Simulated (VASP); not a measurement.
A run of VASP 6.6.1:

INCAR

```
SYSTEM = CoSi
PREC = Accurate
ENCUT = 520
EDIFF = 1E-7
ISMEAR = 0
SIGMA = 0.1
LREAL = .False.
LASPH = .True.
NELM = 80
ALGO = Normal
ISIF = 2
LWAVE = .False.
LCHARG = .False.
GGA = PS
NBANDS = 36
```

File KPOINTS:

```
Automatic mesh
0
Gamma
  8 8 8
  0 0 0
```

File POSCAR:

```
CoSi
1.0
    4.3858255304      0.0000000000      0.0000000000
    0.0000000000      4.3858255304      0.0000000000
    0.0000000000      0.0000000000      4.3858255304
Co Si
4 4
Direct
    0.8543553236      0.8543553236      0.1456446764
    0.1456446764      0.3543553236      0.3543553236
    0.6456446764      0.1456446764      0.6456446764
    0.3543553236      0.6456446764      0.8543553236
    0.1566711518      0.1566711518      0.8433288482
    0.8433288482      0.6566711518      0.6566711518
    0.3433288482      0.8433288482      0.3433288482
    0.6566711518      0.3433288482      0.1566711518
```

Potentials or basis: VASP PAW PBE potentials, release 64 (Co, Si).

Command:

```console
$ cat potpaw_PBE.64/Co/POTCAR potpaw_PBE.64/Si/POTCAR > POTCAR
$ mpirun -np 1 vasp_std > vasp.out
```

Hardware: 1 thread of Intel(R) Xeon(R) Platinum 8259CL CPU @ 2.50GHz (Skylake/Cascade Lake), on a shared host.

Task: How long does it take, and how much memory?

Result: It took 2.2 min on 1 thread of Intel(R) Xeon(R) Platinum 8259CL CPU @ 2.50GHz (Skylake/Cascade Lake), on a shared host, peak memory 0.26 GiB. Counts: scf iterations 15, k points 45.
